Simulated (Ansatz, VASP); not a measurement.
## One calculation of Al, two programs

File INCAR:

```
ALGO = Fast
EDIFF = 1E-7
ENCUT = 520
GGA = PS
ISIF = 2
ISMEAR = 0
LASPH = True
LCHARG = False
LREAL = False
LWAVE = False
NBANDS = 8
NELM = 80
PREC = Accurate
SIGMA = 0.15
```

The input KPOINTS:

```
k-points
0
Gamma
  20 20 20
```

File POSCAR:

```
Al
1.0
    0.0000000000      1.9733805000      2.1251790000
    1.9733805000      0.0000000000      2.1251790000
    1.9733805000      1.9733805000      0.0000000000
Al
1
Direct
    0.0000000000      0.0000000000      0.0000000000
```

Input for Ansatz:

```yaml
crystal:
  lattice:
    - [0.0, 1.9733805, 2.125179]
    - [1.9733805, 0.0, 2.125179]
    - [1.9733805, 1.9733805, 0.0]
  atoms:
    - { symbol: Al, position: [0.0, 0.0, 0.0] }
basis:
  ecutwfc: 420
kpoints:
  mp_grid: { grid: [20, 20, 20] }
hamiltonian:
  xc: pbesol
scf:
  occupations: { method: gaussian, width: 0.15 }
output:
  forces: true
  stress: true
  eigenvalues: true
```

Change from the starting cell: strain -0.025 along x and y, +0.050 along z, atoms carried along.

Alike in both runs: task single point; functional PBEsol; k mesh 20 × 20 × 20; occupations gaussian, width 0.15 eV; no spin polarisation.

|  | VASP | Ansatz |
| --- | --- | --- |
| version | VASP 6.6.1 | Ansatz 0.2.0 |
| potentials or method | VASP PAW PBE potentials, release 64 (Al), cutoff 520 eV | scalar-relativistic, plane waves, PAW |
| valence electrons in the cell | 3 | 3 |

Ansatz gave:

| Quantity | Value |
| --- | --- |
| gap on the k mesh at the Fermi level (eV) | none |
| pressure (GPa) | -1.4 |
| traceless stress, the component that is largest in VASP (GPa) | -2.99 |

Problem. Estimate VASP's values.

Solution. gap on the k mesh at the Fermi level (eV): none; pressure (GPa): -1.4; traceless stress, the component that is largest in VASP (GPa): -3.01.

VASP's potentials were made for PBE, not for PBEsol. A gap of «none» marks a metal or a gap that the smearing closes. With one functional, cell and mesh, what is left measures potentials, basis and numerics.
